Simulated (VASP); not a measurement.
# Al2Cu (I4/mmm) in VASP: notebook

The runs below take Al2Cu through single point, with PBEsol.

Everything below comes from runs of VASP 6.6.1. Logs are shortened: lines on timing, memory, paths and dates and some standing lists are left out, and cuts for length are marked.

## Step 1: The cell of the first run

Symmetry: I4/mmm, No. 139, tetragonal system. The conventional cell has a = 4.110 Å, b = 4.110 Å, c = 5.383 Å, α = 90.00°, β = 90.00°, γ = 90.00°. Al (site symmetry -4m2) has 4 Cu at 2.46 Å and 6 Al at 2.69 to 2.91 Å within 3.2 Å. Within 3.2 Å of Cu (site symmetry 4/mmm) lie 8 Al at 2.46 Å.

## Step 2: Single point, PBEsol (uniaxial strain along c: -6.0 %)

Input file INCAR:

```
SYSTEM = Al2Cu
  PREC = Accurate
  ENCUT = 520
  EDIFF = 1E-6
  ISMEAR = 0
  SIGMA = 0.1
  LREAL = .False.
  LASPH = .True.
  NELM = 80
  ALGO = Fast
  ISIF = 2
  LWAVE = .False.
  LCHARG = .True.
  GGA = PS
  LELF = .True.
  LVHAR = .True.
  NBANDS = 26
```

Input file KPOINTS:

```
regular mesh
0
Gamma
  10 10 6
  0 0 0
```

Input file POSCAR:

```
Al2Cu
1.0
    2.9061264999      2.9061264999      0.0000000000
   -2.9061264999      2.9061264999      0.0000000000
    0.0000000000      0.0000000000      5.3827761771
Al Cu
4 2
Direct
    0.5000000000      0.0000000000      0.2500000000
    0.0000000000      0.5000000000      0.2500000000
    0.0000000000      0.5000000000      0.7500000000
    0.5000000000      0.0000000000      0.7500000000
    0.0000000000      0.0000000000      0.5000000000
    0.5000000000      0.5000000000      0.0000000000
```

Potentials or basis: VASP PAW PBE potentials, release 64 (Al, Cu).

Run with:

```sh
> cat potpaw_PBE.64/Al/POTCAR potpaw_PBE.64/Cu/POTCAR > POTCAR
> mpirun -np 1 vasp_std > vasp.out
```

OUTCAR:

```text
SYSTEM = Al2Cu
   PREC = Accurate
   ENCUT = 520
   EDIFF = 1E-6
   ISMEAR = 0
   LREAL = .False.
   LASPH = .True.
   NELM = 80
   ISIF = 2
   GGA = PS

 ion  position               nearest neighbor table
   1  0.500  0.000  0.250-   5 2.46   6 2.46   6 2.46   5 2.46   4 2.69   4 2.69   2 2.91   2 2.91
                             2 2.91   2 2.91
   2  0.000  0.500  0.250-   5 2.46   6 2.46   5 2.46   6 2.46   3 2.69   3 2.69   1 2.91   1 2.91
                             1 2.91   1 2.91
   3  0.000  0.500  0.750-   5 2.46   6 2.46   5 2.46   6 2.46   2 2.69   2 2.69   4 2.91   4 2.91
                             4 2.91   4 2.91
   4  0.500  0.000  0.750-   5 2.46   6 2.46   6 2.46   5 2.46   1 2.69   1 2.69   3 2.91   3 2.91
                             3 2.91   3 2.91
   5  0.000  0.000  0.500-   1 2.46   2 2.46   3 2.46   4 2.46   2 2.46   3 2.46   1 2.46   4 2.46

   6  0.500  0.500  0.000-   1 2.46   2 2.46   3 2.46   4 2.46   1 2.46   4 2.46   2 2.46   3 2.46

  LATTYP: Found a simple tetragonal cell.
 ALAT       =     4.1098835101
 C/A-ratio  =     1.3097150233

  Lattice vectors:

 A1 = (   2.9061264999,   2.9061264999,   0.0000000000)
 A2 = (  -2.9061264999,   2.9061264999,   0.0000000000)
 A3 = (   0.0000000000,   0.0000000000,   5.3827761771)

Analysis of symmetry for initial positions (statically):
=====================================================================
 Subroutine PRICEL returns following result:

  LATTYP: Found a body centered tetragonal cell.
 ALAT       =     4.1098835101
 C/A-ratio  =     1.3097150233

  Lattice vectors:

 A1 = (   0.0000000000,  -2.9061264999,  -2.6913880886)
 A2 = (   0.0000000000,   2.9061264999,  -2.6913880886)
 A3 = (   2.9061264999,   0.0000000000,   2.6913880886)

   2 primitive cells build up your supercell.

 Routine SETGRP: Setting up the symmetry group for a
 simple tetragonal supercell.

 Subroutine GETGRP returns: Found 16 space group operations
 (whereof 16 operations were pure point group operations)
 out of a pool of 16 trial point group operations.

The static configuration has the point symmetry D_4h.

Analysis of symmetry for dynamics (positions and initial velocities):
=====================================================================
 Subroutine PRICEL returns following result:

  LATTYP: Found a body centered tetragonal cell.
 ALAT       =     4.1098835101
 C/A-ratio  =     1.3097150233

  Lattice vectors:

 A1 = (   0.0000000000,  -2.9061264999,  -2.6913880886)
 A2 = (   0.0000000000,   2.9061264999,  -2.6913880886)
 A3 = (   2.9061264999,   0.0000000000,   2.6913880886)

   2 primitive cells build up your supercell.

 Routine SETGRP: Setting up the symmetry group for a
 simple tetragonal supercell.

 Subroutine GETGRP returns: Found 16 space group operations
 (whereof 16 operations were pure point group operations)
 out of a pool of 16 trial point group operations.

The dynamic configuration has the point symmetry D_4h.

 Subroutine INISYM returns: Found 16 space group operations
 (whereof 16 operations are pure point group operations),
 and found     2 'primitive' translations

----------------------------------------------------------------------------------------

                                     Primitive cell

  volume of cell :      45.4606

  direct lattice vectors                    reciprocal lattice vectors
     0.000000000 -2.906126500 -2.691388089     0.172050322 -0.172050322 -0.185777741
     0.000000000  2.906126500 -2.691388089     0.172050322  0.172050322 -0.185777741
     2.906126500  0.000000000  2.691388089     0.344100644  0.000000000  0.000000000

  length of vectors
     3.960952042  3.960952042  3.960952042     0.306130684  0.306130684  0.344100644

  position of ions in fractional coordinates (direct lattice)
     0.750000000  0.250000000  0.500000000
     0.250000000  0.750000000  0.500000000
     0.500000000  0.500000000  0.000000000

  ion indices of the primitive-cell ions
   primitive index   ion index
                 1           1
                 2           4
                 3           5

----------------------------------------------------------------------------------------

 KPOINTS: regular mesh

Automatic generation of k-mesh.
 Grid dimensions read from file:
 generate k-points for:   10   10    6

 Generating k-lattice:

  Cartesian coordinates                     Fractional coordinates (reciprocal lattice)
     0.017205032  0.017205032  0.000000000     0.100000000  0.000000000  0.000000000
    -0.017205032  0.017205032  0.000000000     0.000000000  0.100000000  0.000000000
     0.000000000  0.000000000  0.030962957     0.000000000  0.000000000  0.166666667

  Length of vectors
     0.024331590  0.024331590  0.030962957

  Shift w.r.t. Gamma in fractional coordinates (k-lattice)
     0.000000000  0.000000000  0.000000000

 Subroutine IBZKPT returns following result:
 ===========================================

 Found     84 irreducible k-points:

 Following reciprocal coordinates:
            Coordinates               Weight
  0.000000  0.000000  0.000000      1.000000
  0.100000  0.000000  0.000000      4.000000
  0.200000  0.000000  0.000000      4.000000
  0.300000  0.000000  0.000000      4.000000
  0.400000  0.000000  0.000000      4.000000
  0.500000  0.000000  0.000000      2.000000
[... 16 lines left out ...]
  0.100000  0.000000  0.166667      8.000000
  0.200000  0.000000  0.166667      8.000000
 [... further k-points ...]
   k-points           NKPTS =     84   k-points in BZ     NKDIM =     84   number of bands    NBANDS=     26
   number of dos      NEDOS =    301   number of ions     NIONS =      6
   total plane-waves  NPLWV =  40960
   dimension x,y,z NGX =    32 NGY =   32 NGZ =   40
   dimension x,y,z NGXF=    64 NGYF=   64 NGZF=   80
   ions per type =               4   2
   NGX,Y,Z   is equivalent  to a cutoff of  12.94, 12.94, 12.35 a.u.
   NGXF,Y,Z  is equivalent  to a cutoff of  25.89, 25.89, 24.71 a.u.
 SYSTEM =  Al2Cu
   PREC   = accura    normal or accurate (medium, high low for compatibility)
   ISTART =      0    job   : 0-new  1-cont  2-samecut
   ICHARG =      2    charge: 1-file 2-atom 10-const
   ISPIN  =      1    spin polarized calculation?
   LNONCOLLINEAR =      F non collinear calculations
   LSORBIT =      F    spin-orbit coupling
   LASPH  =      T    aspherical Exc in radial PAW
   ENCUT  =  520.0 eV  38.22 Ry    6.18 a.u.   7.64  7.64 10.01*2*pi/ulx,y,z
   NELM   =     80;   NELMIN=  2; NELMDL= -5     # of ELM steps
   EDIFF  = 0.1E-05   stopping-criterion for ELM
   LREAL  =      F    real-space projection
   EDIFFG = 0.1E-04   stopping-criterion for IOM
   NSW    =      0    number of steps for IOM
   IBRION =     -1    ionic relax: 0-MD 1-quasi-New 2-CG
   NFREE  =      0    steps in history (QN), initial steepest desc. (CG)
   ISIF   =      2    stress and relaxation
   ISYM   =      2    0-nonsym 1-usesym 2-fastsym
   POTIM  = 0.5000    time-step for ionic-motion
   TEBEG  =    0.0;   TEEND  =   0.0 temperature during run
   PSTRESS=    0.0 pullay stress
   NELECT =      34.0000    total number of electrons
   NUPDOWN=      -1.0000    fix difference up-down
   EMIN   =  10.00;   EMAX   =-10.00  energy-range for DOS
   EFERMI =   0.00;   METHOD = LEGACY
   ISMEAR =     0;   SIGMA  =   0.10  broadening in eV -4-tet -1-fermi 0-gaus
   EFERMI_NEDOS =   21; number of points for ismear=-14 and -15
   IALGO  =     68    algorithm
   IMIX   =      4    mixing-type and parameters
     AMIX     =   0.40;   BMIX     =  1.00
     AMIX_MAG =   1.60;   BMIX_MAG =  1.00
  volume/ion in A,a.u.               =      15.15       102.26
  Fermi-wavevector in a.u.,A,eV,Ry     =   1.179450  2.228836 18.927080  1.391101
  Thomas-Fermi vector in A             =   2.315760
   LORBIT       =      0    0 simple, 1 ext, 2 COOP (PROOUT), +10 PAW based schemes
   GGA     = PS    functional components
   LHFCALC =     F    Hartree Fock is set to
   AEXX    =    0.0000 exact exchange contribution
   IVDW    =     0    specifies the selected vdW correction
   LEPSILON=     F    determine dielectric tensor
   LRPA    =     F    only Hartree local field effects (RPA)
 non-spin polarized calculation
 RMM-DIIS sequential band-by-band and
 Gauss-broadening in eV      SIGMA  =   0.10
  energy-cutoff  :      520.00
  volume of cell :       90.92
 maximum number of plane-waves:      2469
 NGX is ok and might be reduce to    32
   NGX = 15   NGY = 15   NGZ = 21

 number of electron      33.9999978 magnetization

 Free energy of the ion-electron system (eV)
  ---------------------------------------------------
  ext. energy  EPLUGINS =         0.00000000
  ---------------------------------------------------
  free energy    TOTEN  =       -25.87766830 eV

  energy without entropy =      -25.87141117  energy(sigma->0) =      -25.87453974

 E-fermi :   7.4177     XC(G=0): -10.7699

 val. band max:        7.4083360068   @ k =   0.3000   0.2000   0.1667
 cond. band min:       7.4397691177   @ k =   0.4000   0.1000   0.0000
 fundamental gap:      0.0314331110
 Fermi energy:         7.4176980801

 k-point     1 :       0.0000    0.0000    0.0000
  band No.  band energies     occupation
      1      -3.0856      2.00000
      2       1.4890      2.00000
      3       1.8301      2.00000
      4       1.9019      2.00000
      5       2.6339      2.00000
      6       2.7181      2.00000
[... 18 lines left out ...]
     25      13.7769      0.00000
     26      13.7772      0.00000

 k-point     2 :       0.1000    0.0000    0.0000
  band No.  band energies     occupation
      1      -2.9978      2.00000
      2       1.5524      2.00000
      3       1.8555      2.00000
      4       1.8592      2.00000
      5       2.6467      2.00000
      6       2.6965      2.00000
[... 18 lines left out ...]
     25      12.9506      0.00000
[... 608 lines left out ...]
     25      13.2154      0.00000
     26      13.7896      0.00000

 k-point    24 :       0.2000    0.0000    0.1667
  band No.  band energies     occupation
      1      -2.5954      2.00000
      2       0.5876      2.00000
      3       1.6725      2.00000
      4       2.5248      2.00000
      5       2.6552      2.00000
      6       2.7429      2.00000
[... 18 lines left out ...]
     25      13.0469      0.00000
     26      14.1167      0.00000

 [... further k-points ...]

------------------------ aborting loop because EDIFF is reached ----------------------------------------

  FORCE on cell =-STRESS in cart. coord.  units (eV):
  Direction    XX          YY          ZZ          XY          YZ          ZX
  --------------------------------------------------------------------------------------
  -------------------------------------------------------------------------------------
  Total        0.6131509      0.6131509      6.5348320      0.0000000     -0.0000000     -0.0000000
  in kB       10.8046971     10.8046971    115.1541678      0.0000000     -0.0000000     -0.0000000
  external PRESSURE =      45.5878540 kB  Pullay stress =       0.0000000 kB

 VOLUME and BASIS-vectors are now :
 -----------------------------------------------------------------------------
  energy-cutoff  :      520.00
  volume of cell :       90.92
      direct lattice vectors                 reciprocal lattice vectors
     2.906126500  2.906126500  0.000000000     0.172050322  0.172050322  0.000000000
    -2.906126500  2.906126500  0.000000000    -0.172050322  0.172050322  0.000000000
     0.000000000  0.000000000  5.382776177     0.000000000  0.000000000  0.185777741

 POSITION                                       TOTAL-FORCE (eV/Angst)
 -----------------------------------------------------------------------------------
      1.45306      1.45306      1.34569        -0.000000     -0.000000      0.000000
     -1.45306      1.45306      1.34569        -0.000000     -0.000000     -0.000000
     -1.45306      1.45306      4.03708        -0.000000     -0.000000      0.000000
      1.45306      1.45306      4.03708        -0.000000     -0.000000      0.000000
      0.00000      0.00000      2.69139         0.000000      0.000000      0.000000
      0.00000      2.90613      0.00000         0.000000      0.000000     -0.000000
 -----------------------------------------------------------------------------------
    total drift:                                0.000000     -0.000000     -0.000000

  FREE ENERGIE OF THE ION-ELECTRON SYSTEM (eV)
  ---------------------------------------------------
  free  energy   TOTEN  =       -25.8776683045 eV

  energy  without entropy=      -25.8714111666  energy(sigma->0) =      -25.87453974
```

It took 3.3 min on 1 thread of Intel Xeon Platinum 8259CL at 2.50GHz (Skylake/Cascade Lake), shared host; peak memory 0.31 GiB.

Results:

```
Free energy            : -25.8777 eV
Pressure               : 4.6 GPa
Band gap on the k mesh : zero (band 17 reaches 8.81 eV, above the bottom of band 18 at 4.96 eV)
```

Caveat: the cell differs from its parent crystal (uniaxial strain along c: -6.0 %); the PAW data sets were made with another functional, which shifts forces and pressure a little.

## Step 3: Single point, PBEsol (uniaxial strain along c: -6.0 %, then relaxed in part)

Input file INCAR:

```
PREC = Accurate
ENCUT = 520
EDIFF = 1E-7
ISMEAR = 0
SIGMA = 0.1
LREAL = F
LASPH = T
NELM = 80
ALGO = Fast
ISIF = 2
LWAVE = F
LCHARG = F
GGA = PS
NBANDS = 26
```

Input file KPOINTS:

```
Automatic mesh
0
Gamma
  10 10 6
```

POSCAR, as its differences from that of step 2:

```diff
@@ -2,4 +2,4 @@
 1.0
-    2.9061264999      2.9061264999      0.0000000000
-   -2.9061264999      2.9061264999      0.0000000000
+    2.9113456870      2.9113456870      0.0000000000
+   -2.9113456870      2.9113456870      0.0000000000
     0.0000000000      0.0000000000      5.3827761771
```

Potentials or basis: VASP PAW PBE potentials, release 64 (Al, Cu).

Run with:

```sh
> cat potpaw_PBE.64/Al/POTCAR potpaw_PBE.64/Cu/POTCAR > POTCAR
> mpirun -np 1 vasp_std > vasp.out
```

Run time: 5.4 min. Hardware: 1 thread of Intel Xeon Platinum 8259CL at 2.50GHz (Skylake/Cascade Lake), shared host; peak memory 0.31 GiB.

It converged, with:

* Free energy: -25.8788 eV
* Pressure: 3.8 GPa
* Band gap on the k mesh: zero (band 17 reaches 8.76 eV, above the bottom of band 18 at 4.94 eV)

Stress tensor (GPa, compression positive):
```
 0.30  0.00  0.00
 0.00  0.30  0.00
 0.00  0.00 10.94
```

Levels at points of the mesh, in eV from the Fermi level:
| k point | band 14 | band 15 | band 16 | band 17 | band 18 | band 19 | band 20 | band 21 |
| --- | --- | --- | --- | --- | --- | --- | --- | --- |
| (0.00, 0.00, 0.00) | -2.38 | -2.38 | -0.11 | 1.18 | 2.50 | 2.75 | 2.75 | 3.31 |
| (0.50, 0.00, 0.00) | -2.83 | -2.32 | -2.32 | -0.04 | -0.04 | 1.92 | 1.92 | 4.84 |
| (0.50, 0.50, 0.00) | -3.85 | -2.13 | -2.13 | -1.54 | -1.54 | 0.87 | 0.87 | 1.68 |
| (0.00, 0.00, 0.50) | -0.75 | -0.75 | -0.75 | 0.19 | 0.19 | 0.61 | 0.61 | 2.63 |
| (0.50, 0.00, 0.50) | -4.00 | 0.29 | 0.29 | 0.91 | 0.91 | 2.80 | 2.80 | 2.82 |
| (0.50, 0.50, 0.50) | -3.70 | -3.70 | -3.70 | -2.44 | -2.44 | 4.92 | 4.92 | 4.92 |

Caveat: the cell differs from its parent crystal (uniaxial strain along c: -6.0 %, then relaxed in part); the PAW data sets were made with another functional, which shifts forces and pressure a little.

## Step 4: Single point, PBEsol (uniaxial strain along c: -4.0 %)

Input file INCAR:

```
ALGO     = Fast           # electronic algorithm
EDIFF    = 1E-7           # SCF threshold, eV
ENCUT    = 520            # plane-wave cutoff, eV
GGA      = PS             # functional
ISIF     = 2              # what is computed and relaxed
ISMEAR   = 0              # smearing method
LASPH    = True           # aspherical terms in the spheres
LCHARG   = False          # write CHGCAR
LREAL    = False          # projectors in reciprocal space
LWAVE    = False          # write WAVECAR
NBANDS   = 26             # bands
NELM     = 60             # most SCF steps
PREC     = Accurate       # precision mode
SIGMA    = 0.1            # smearing width, eV
```

Input file KPOINTS:

```
k-points
0
Gamma
  10 10 6
```

POSCAR, as its differences from that of step 3:

```diff
@@ -2,5 +2,5 @@
 1.0
-    2.9113456870      2.9113456870      0.0000000000
-   -2.9113456870      2.9113456870      0.0000000000
-    0.0000000000      0.0000000000      5.3827761771
+    2.8918106058      2.8918106058      0.0000000000
+   -2.8918106058      2.8918106058      0.0000000000
+    0.0000000000      0.0000000000      5.4973033298
 Al Cu
```

Run with:

```sh
> cat potpaw_PBE.64/Al/POTCAR potpaw_PBE.64/Cu/POTCAR > POTCAR
> mpirun -np 1 vasp_std > vasp.out
```

Run time: 4.6 min. Hardware: 1 thread of Intel Xeon Platinum 8259CL at 2.50GHz (Skylake/Cascade Lake), shared host; peak memory 0.3 GiB.

The run converged. Its results:

```
Free energy            : -25.9801 eV
Pressure               : 2.7 GPa
Band gap on the k mesh : zero (band 17 reaches 8.77 eV, above the bottom of band 18 at 4.85 eV)
```

Stress tensor (GPa, compression positive):
```
0.69 0.00 0.00
0.00 0.69 0.00
0.00 0.00 6.67
```

Levels at points of the mesh, in eV from the Fermi level:
```csv
k point,band 15,band 16,band 17,band 18,band 19,band 20
"(0.00, 0.00, 0.00)",-2.29,0.04,1.26,2.63,2.76,2.76
"(0.50, 0.00, 0.00)",-2.50,-2.50,0.06,0.06,2.07,2.07
"(0.50, 0.50, 0.00)",-2.13,-2.13,-1.75,-1.75,0.66,0.66
"(0.00, 0.00, 0.50)",-0.72,-0.72,-0.07,-0.07,0.74,0.74
"(0.50, 0.00, 0.50)",0.37,0.37,0.78,0.78,2.82,2.82
"(0.50, 0.50, 0.50)",-3.72,-3.72,-2.49,-2.49,4.62,4.62
```

Caveat: the cell differs from its parent crystal (uniaxial strain along c: -4.0 %); the PAW data sets were made with another functional, which shifts forces and pressure a little.

(Continued in part 2 of 2.)
